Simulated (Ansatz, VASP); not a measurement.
**One calculation of W, two programs**

```
W
1.0
    -1.55352    1.55352    1.60084
     1.55352   -1.55352    1.60084
     1.55352    1.55352   -1.60084
W
1
Cartesian
  0.0000 0.0000 0.0000
```

Change from the starting cell: strain -0.015 along x and y, +0.015 along z, atoms carried along.

Alike in both runs: task single point; functional PBEsol; k mesh 26 × 26 × 26; occupations gaussian, width 0.15 eV; no spin polarisation.

|  | VASP | Ansatz |
| --- | --- | --- |
| version | VASP 6.6.1 | Ansatz 0.2.0 |
| potentials or method | VASP PAW PBE potentials, release 64 (W_sv), cutoff 520 eV | scalar-relativistic, plane waves, PAW |
| valence electrons in the cell | 14 | 14 |

```csv
,VASP,Ansatz,Ansatz less VASP
gap on the k mesh at the Fermi level (eV),none,none,-
pressure (GPa),5.9,5.2,-0.70
"traceless stress, the component that is largest in VASP (GPa)",-6.78,-6.79,-0.006
```

VASP's potentials were made for PBE, not for PBEsol. A gap of «none» marks a metal or a gap that the smearing closes.

Neither program's run includes spin-orbit coupling.
